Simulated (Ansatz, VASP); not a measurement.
**CuI in VASP and in Ansatz**

File INCAR:

```
PREC = Accurate ; ENCUT = 520
EDIFF = 1E-6 ; ISMEAR = 0
SIGMA = 0.01 ; LREAL = False
LASPH = True ; NELM = 100
ALGO = Normal ; ISIF = 2
LWAVE = False ; LCHARG = True
GGA = CA ; LELF = True
LVHAR = True ; NBANDS = 26
```

KPOINTS

```
regular mesh
0
Gamma
  4 4 4
```

POSCAR

```
CuI
1.0
    4.0229000000      0.0000000000      0.0000000000
    0.0000000000      4.0229000000      0.0000000000
    0.0000000000      0.0000000000      5.6506000000
Cu I
2 2
Direct
    0.0000000000      0.0000000000      0.0000000000
    0.5000000000      0.5000000000      0.0000000000
    0.0000000000      0.5000000000      0.2913000000
    0.5000000000      0.0000000000      0.7087000000
```

Input for Ansatz:

```yaml
crystal:
  lattice:
    - [4.0229, 0.0, 0.0]
    - [0.0, 4.0229, 0.0]
    - [0.0, 0.0, 5.6506]
  atoms:
    - { symbol: Cu, position: [0.0, 0.0, 0.0] }
    - { symbol: Cu, position: [0.5, 0.5, 0.0] }
    - { symbol: I, position: [0.0, 0.5, 0.2913] }
    - { symbol: I, position: [0.5, 0.0, 0.7087000000000001] }
basis:
  ecutwfc: 450.0
kpoints:
  mp_grid:
    grid: [4, 4, 4]
hamiltonian:
  xc: lda
scf:
  occupations:
    method: fixed
output:
  stress: true
```

Alike in both runs: task single point; functional LDA; k mesh 4 × 4 × 4; no spin polarisation.

|  | VASP | Ansatz |
| --- | --- | --- |
| version | VASP 6.6.1 | Ansatz 0.2.0 |
| potentials or method | VASP PAW LDA potentials, release 64 (Cu, I), cutoff 520 eV | plane waves, PAW |
| occupations | gaussian, width 0.01 eV | fixed |
| valence electrons in the cell | 36 | 72 |

```csv
,VASP,Ansatz,Ansatz less VASP
pressure (GPa),0.5,0.4,-0.15
"traceless stress, the component that is largest in VASP (GPa)",0.58,0.62,+0.039
```

LDA's correlation is that of Perdew and Zunger in VASP and of Perdew and Wang (1992) in Ansatz. VASP's potentials hold 36 valence electrons a cell and Ansatz's 72, so a difference there can come from the potentials and not from the codes.

Neither program's run includes spin-orbit coupling.
